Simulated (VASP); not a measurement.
## Si: single point with PBE

The system is Si.

```xyz
1
Lattice="-1.5523 1.5523 1.5523 1.5523 -1.5523 1.5523 1.5523 1.5523 -1.5523" Properties=species:S:1:pos:R:3 pbc="T T T"
Si    0.0000    0.0000    0.0000
```

This isn't the form of Si at room conditions, which is diamond.

```
Program                : VASP 6.6.1
Task                   : single point
Functional             : PBE
Potentials or basis    : VASP PAW PBE potentials, release 64 (Si)
Cutoff                 : 500 eV
k mesh                 : 50 × 50 × 50
Occupations            : fermi-dirac, width 0.0612256 eV
Spin                   : no spin polarisation
Dipole correction      : no
Further INCAR settings : ALGO = Normal; EDIFF = 1e-06; NBANDS = 8
```

```
Pressure               : -2.0 GPa
Band gap on the k mesh : zero (bands 2 and 3 overlap by 15.08 eV)
```

Levels at points of the mesh, in eV from the Fermi level:
```csv
k point,band 1,band 2,band 3,band 4,band 5,band 6,band 7
"(0.00, 0.00, 0.00)",-14.00,11.12,11.12,11.12,12.45,12.45,12.45
"(0.50, 0.00, 0.00)",-6.83,-6.34,5.36,7.61,7.97,9.72,20.01
"(0.50, 0.50, 0.50)",-0.47,-0.47,-0.47,0.92,2.46,2.46,24.31
```

Wall time 2.4 min on 1 thread of Oxide Virtual Turin-like Processor, on a shared host, peak memory 0.34 GiB.
